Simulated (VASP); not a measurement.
# Mo (Im-3m) in VASP: a series of runs

Mo is run at these levels: revPBE; tasks: single point, relaxation of cell and atoms.

Program: VASP 6.6.1. These are calculated values, not measurements. Logs are shortened: lines on timing, memory, paths and dates and some standing lists are left out, and cuts for length are marked.

### Step 1. The cell of the first run

Symmetry: Im-3m, No. 229, cubic system. The conventional cell has a = 3.173 Å, b = 3.173 Å, c = 3.173 Å, α = 90.00°, β = 90.00°, γ = 90.00°. Mo (site symmetry m-3m) has 14 Mo at 2.75 to 3.17 Å within 3.6 Å.

### Step 2. Single point, revPBE

File INCAR:

```
SYSTEM = Mo
PREC = Accurate ; ENCUT = 520
EDIFF = 1E-6 ; ISMEAR = -1
SIGMA = 0.1 ; LREAL = .FALSE.
LASPH = .TRUE. ; NELM = 100
ALGO = Normal ; ISIF = 2
LWAVE = .FALSE. ; LCHARG = .TRUE.
GGA = RE ; LELF = .TRUE.
LVHAR = .TRUE. ; NBANDS = 13
```

File KPOINTS:

```
regular mesh
0
G
  7 7 7
  0 0 0
```

File POSCAR:

```
Mo
1.0
   -1.5864531608      1.5864531608      1.5864531608
    1.5864531608     -1.5864531608      1.5864531608
    1.5864531608      1.5864531608     -1.5864531608
Mo
1
Direct
    0.0000000000      0.0000000000      0.0000000000
```

Potentials or basis: VASP PAW PBE potentials, release 64 (Mo_sv).

Command:

```
> cat potpaw_PBE.64/Mo_sv/POTCAR > POTCAR
> mpirun -np 1 vasp_std > vasp.out
```

OUTCAR:

```text
SYSTEM = Mo
   PREC = Accurate
   ENCUT = 520
   EDIFF = 1E-6
   ISMEAR = -1
   LREAL = .FALSE.
   LASPH = .TRUE.
   NELM = 100
   ISIF = 2
   GGA = RE

 ion  position               nearest neighbor table
   1  0.000  0.000  0.000-

  LATTYP: Found a body centered cubic cell.
 ALAT       =     3.1729063216

  Lattice vectors:

 A1 = (  -1.5864531608,   1.5864531608,   1.5864531608)
 A2 = (   1.5864531608,  -1.5864531608,   1.5864531608)
 A3 = (   1.5864531608,   1.5864531608,  -1.5864531608)

Analysis of symmetry for initial positions (statically):
=====================================================================
 Subroutine PRICEL returns:
 Original cell was already a primitive cell.

 Routine SETGRP: Setting up the symmetry group for a
 body centered cubic supercell.

 Subroutine GETGRP returns: Found 48 space group operations
 (whereof 48 operations were pure point group operations)
 out of a pool of 48 trial point group operations.

The static configuration has the point symmetry O_h .

Analysis of symmetry for dynamics (positions and initial velocities):
=====================================================================
 Subroutine PRICEL returns:
 Original cell was already a primitive cell.

 Routine SETGRP: Setting up the symmetry group for a
 body centered cubic supercell.

 Subroutine GETGRP returns: Found 48 space group operations
 (whereof 48 operations were pure point group operations)
 out of a pool of 48 trial point group operations.

The dynamic configuration has the point symmetry O_h .

 Subroutine INISYM returns: Found 48 space group operations
 (whereof 48 operations are pure point group operations),
 and found     1 'primitive' translations

----------------------------------------------------------------------------------------

                                     Primitive cell

  volume of cell :      15.9714

  direct lattice vectors                    reciprocal lattice vectors
    -1.586453161  1.586453161  1.586453161     0.000000000  0.315168460  0.315168460
     1.586453161 -1.586453161  1.586453161     0.315168460  0.000000000  0.315168460
     1.586453161  1.586453161 -1.586453161     0.315168460  0.315168460  0.000000000

  length of vectors
     2.747817478  2.747817478  2.747817478     0.445715511  0.445715511  0.445715511

  position of ions in fractional coordinates (direct lattice)
     0.000000000  0.000000000  0.000000000

  ion indices of the primitive-cell ions
   primitive index   ion index
                 1           1

----------------------------------------------------------------------------------------

 KPOINTS: regular mesh

Automatic generation of k-mesh.
 Grid dimensions read from file:
 generate k-points for:    7    7    7

 Generating k-lattice:

  Cartesian coordinates                     Fractional coordinates (reciprocal lattice)
     0.000000000  0.045024066  0.045024066     0.142857143  0.000000000  0.000000000
     0.045024066  0.000000000  0.045024066     0.000000000  0.142857143  0.000000000
     0.045024066  0.045024066  0.000000000     0.000000000  0.000000000  0.142857143

  Length of vectors
     0.063673644  0.063673644  0.063673644

  Shift w.r.t. Gamma in fractional coordinates (k-lattice)
     0.000000000  0.000000000  0.000000000

 Subroutine IBZKPT returns following result:
 ===========================================

 Found     20 irreducible k-points:

 Following reciprocal coordinates:
            Coordinates               Weight
  0.000000  0.000000  0.000000      1.000000
  0.142857  0.000000  0.000000     12.000000
  0.285714  0.000000  0.000000     12.000000
  0.428571  0.000000  0.000000     12.000000
  0.142857  0.142857  0.000000     24.000000
  0.285714  0.142857  0.000000     48.000000
[... 12 lines left out ...]
 -0.428571 -0.428571  0.285714      8.000000
 -0.428571  0.428571  0.428571      6.000000
   k-points           NKPTS =     20   k-points in BZ     NKDIM =     20   number of bands    NBANDS=     13
   number of dos      NEDOS =    301   number of ions     NIONS =      1
   total plane-waves  NPLWV =   8000
   dimension x,y,z NGX =    20 NGY =   20 NGZ =   20
   dimension x,y,z NGXF=    40 NGYF=   40 NGZF=   40
   ions per type =               1
   NGX,Y,Z   is equivalent  to a cutoff of  12.10, 12.10, 12.10 a.u.
   NGXF,Y,Z  is equivalent  to a cutoff of  24.20, 24.20, 24.20 a.u.
 SYSTEM =  Mo
   PREC   = accura    normal or accurate (medium, high low for compatibility)
   ISTART =      0    job   : 0-new  1-cont  2-samecut
   ICHARG =      2    charge: 1-file 2-atom 10-const
   ISPIN  =      1    spin polarized calculation?
   LNONCOLLINEAR =      F non collinear calculations
   LSORBIT =      F    spin-orbit coupling
   LASPH  =      T    aspherical Exc in radial PAW
   ENCUT  =  520.0 eV  38.22 Ry    6.18 a.u.   5.11  5.11  5.11*2*pi/ulx,y,z
   NELM   =    100;   NELMIN=  2; NELMDL= -5     # of ELM steps
   EDIFF  = 0.1E-05   stopping-criterion for ELM
   LREAL  =      F    real-space projection
   EDIFFG = 0.1E-04   stopping-criterion for IOM
   NSW    =      0    number of steps for IOM
   IBRION =     -1    ionic relax: 0-MD 1-quasi-New 2-CG
   NFREE  =      0    steps in history (QN), initial steepest desc. (CG)
   ISIF   =      2    stress and relaxation
   ISYM   =      2    0-nonsym 1-usesym 2-fastsym
   POTIM  = 0.5000    time-step for ionic-motion
   TEBEG  =    0.0;   TEEND  =   0.0 temperature during run
   PSTRESS=    0.0 pullay stress
   NELECT =      14.0000    total number of electrons
   NUPDOWN=      -1.0000    fix difference up-down
   EMIN   =  10.00;   EMAX   =-10.00  energy-range for DOS
   EFERMI =   0.00;   METHOD = LEGACY
   ISMEAR =    -1;   SIGMA  =   0.10  broadening in eV -4-tet -1-fermi 0-gaus
   EFERMI_NEDOS =   21; number of points for ismear=-14 and -15
   IALGO  =     38    algorithm
   IMIX   =      4    mixing-type and parameters
     AMIX     =   0.40;   BMIX     =  1.00
     AMIX_MAG =   1.60;   BMIX_MAG =  1.00
  volume/ion in A,a.u.               =      15.97       107.78
  Fermi-wavevector in a.u.,A,eV,Ry     =   1.566764  2.960755 33.398895  2.454750
  Thomas-Fermi vector in A             =   2.669044
   LORBIT       =      0    0 simple, 1 ext, 2 COOP (PROOUT), +10 PAW based schemes
   GGA     = RE    functional components
   LHFCALC =     F    Hartree Fock is set to
   AEXX    =    0.0000 exact exchange contribution
   IVDW    =     0    specifies the selected vdW correction
   LEPSILON=     F    determine dielectric tensor
   LRPA    =     F    only Hartree local field effects (RPA)
 non-spin polarized calculation
  energy-cutoff  :      520.00
  volume of cell :       15.97
 maximum number of plane-waves:       444
   NGX = 11   NGY = 11   NGZ = 11

 number of electron      14.0000005 magnetization

 Free energy of the ion-electron system (eV)
  ---------------------------------------------------
  ext. energy  EPLUGINS =         0.00000000
  ---------------------------------------------------
  free energy    TOTEN  =       -10.46671394 eV

  energy without entropy =      -10.43322104  energy(sigma->0) =      -10.44996749

 E-fermi :  12.2877     XC(G=0): -13.2208

 val. band max:       12.1663300876   @ k =  -0.2857   0.2857   0.2857
 cond. band min:      12.2941972742   @ k =  -0.2857   0.2857   0.1429
 fundamental gap:      0.1278671866
 Fermi energy:        12.2877311191

 k-point     1 :       0.0000    0.0000    0.0000
  band No.  band energies     occupation
      1     -48.9798      2.00000
      2     -22.2953      2.00000
      3     -22.2953      2.00000
      4     -22.2953      2.00000
      5       5.1509      2.00000
      6      10.9816      2.00000
      7      10.9816      2.00000
      8      10.9816      2.00000
      9      13.9339      0.00000
     10      13.9339      0.00000
     11      27.0943      0.00000
     12      27.0943      0.00000
     13      27.0943      0.00000

 k-point     2 :       0.1429    0.0000    0.0000
  band No.  band energies     occupation
      1     -48.9348      2.00000
      2     -22.5551      2.00000
      3     -22.3763      2.00000
      4     -22.2971      2.00000
      5       5.9756      2.00000
      6      10.5345      2.00000
      7      10.8590      2.00000
      8      11.7888      1.98647
      9      13.4477      0.00002
     10      13.9614      0.00000
     11      27.5480      0.00000
     12      28.3732      0.00000
     13      28.5242      0.00000

 k-point     3 :       0.2857    0.0000    0.0000
  band No.  band energies     occupation
      1     -48.8327      2.00000
      2     -23.1142      2.00000
      3     -22.5542      2.00000
      4     -22.3013      2.00000
      5       7.3126      2.00000
      6       9.6732      2.00000
      7      10.9959      2.00000
      8      13.5317      0.00001
      9      13.9615      0.00000
     10      14.1622      0.00000
     11      26.4897      0.00000
     12      27.5476      0.00000
     13      32.1903      0.00000
[... 241 lines left out ...]
 k-point    19 :      -0.4286   -0.4286    0.2857
  band No.  band energies     occupation
      1     -48.6119      2.00000
      2     -23.2272      2.00000
      3     -23.2272      2.00000
      4     -22.9005      2.00000
      5       7.9021      2.00000
      6       7.9021      2.00000
      7      12.3760      0.58523
      8      15.2779      0.00000
      9      15.2779      0.00000
     10      22.2671      0.00000
     11      22.2671      0.00000
     12      22.4964      0.00000
     13      31.7714      0.00000

 k-point    20 :      -0.4286    0.4286    0.4286
  band No.  band energies     occupation
      1     -48.5834      2.00000
      2     -23.1999      2.00000
      3     -23.1527      2.00000
      4     -23.1527      2.00000
      5       7.2666      2.00000
      6       7.3998      2.00000
      7      15.1124      0.00000
      8      15.1124      0.00000
      9      15.7954      0.00000
     10      20.0751      0.00000
     11      22.7408      0.00000
     12      22.7408      0.00000
     13      31.3222      0.00000

------------------------ aborting loop because EDIFF is reached ----------------------------------------

  FORCE on cell =-STRESS in cart. coord.  units (eV):
  Direction    XX          YY          ZZ          XY          YZ          ZX
  --------------------------------------------------------------------------------------
  -------------------------------------------------------------------------------------
  Total        0.0559671      0.0559671      0.0559671     -0.0000000     -0.0000000     -0.0000000
  in kB        5.6143786      5.6143786      5.6143786     -0.0000000     -0.0000000     -0.0000000
  external PRESSURE =       5.6143786 kB  Pullay stress =       0.0000000 kB

 VOLUME and BASIS-vectors are now :
 -----------------------------------------------------------------------------
  energy-cutoff  :      520.00
  volume of cell :       15.97
      direct lattice vectors                 reciprocal lattice vectors
    -1.586453161  1.586453161  1.586453161     0.000000000  0.315168460  0.315168460
     1.586453161 -1.586453161  1.586453161     0.315168460  0.000000000  0.315168460
     1.586453161  1.586453161 -1.586453161     0.315168460  0.315168460  0.000000000

 POSITION                                       TOTAL-FORCE (eV/Angst)
 -----------------------------------------------------------------------------------
      0.00000      0.00000      0.00000         0.000000     -0.000000      0.000000
 -----------------------------------------------------------------------------------
    total drift:                                0.000000     -0.000000      0.000000

  FREE ENERGIE OF THE ION-ELECTRON SYSTEM (eV)
  ---------------------------------------------------
  free  energy   TOTEN  =       -10.4667139372 eV

  energy  without entropy=      -10.4332210424  energy(sigma->0) =      -10.44996749
```

Wall time 3.4 s (1 thread of Intel Xeon Platinum 8559C (Emerald Rapids), shared host); peak memory 0.12 GiB.

Results:

```yaml
Free_energy: -10.4667 eV
Pressure: 0.6 GPa
Band_gap_on_the_k_mesh: zero (band 7 reaches 15.11 eV, above the bottom of band 8 at 10.98 eV)
```

Levels at points of the mesh, in eV from the Fermi level:
```csv
k point,band 5,band 6,band 7,band 8,band 9,band 10
"(0.00, 0.00, 0.00)",-7.14,-1.31,-1.31,-1.31,1.65,1.65
```

Caveat: the k points lie up to 0.40 Å⁻¹ apart; the PAW data sets were made with another functional, which shifts forces and pressure a little.

(Part 1 of 2 ends here.)
